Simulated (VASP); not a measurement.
A run of VASP 6.6.1:

Contents of INCAR:

```
PREC = Accurate
ENCUT = 520
EDIFF = 1E-6
ISMEAR = -1
SIGMA = 0.05
LREAL = F
LASPH = T
NELM = 100
ALGO = Normal
ISIF = 2
LWAVE = F
LCHARG = T
GGA = PS
LELF = T
LVHAR = T
NBANDS = 26
```

File KPOINTS:

```
regular mesh
0
Gamma
  5 5 2
```

The input POSCAR:

```
Cs
1.0
    5.5659085700      0.0000000000      0.0000000000
   -2.7829542800      4.8202182200      0.0000000000
    0.0000000000      0.0000000000     18.5215751700
Cs
4
Direct
    0.0000000000      0.0000000000      0.0000000000
    0.3333333333      0.6666666667      0.2500000000
    0.0000000000      0.0000000000      0.5000000000
    0.6666666667      0.3333333333      0.7500000000
```

Potentials or basis: VASP PAW PBE potentials, release 64 (Cs_sv).

Launch:

```console
$ cat potpaw_PBE.64/Cs_sv/POTCAR > POTCAR
$ mpirun -np 1 vasp_std > vasp.out
```

Hardware: 1 thread of Oxide Virtual Turin-like Processor, on a shared host.

Question: How long does it take, and how much memory?

Answer: Run time: 3.1 min on 1 thread of Oxide Virtual Turin-like Processor, on a shared host, peak memory 0.5 GiB. Counts: scf iterations 10, k points 10.
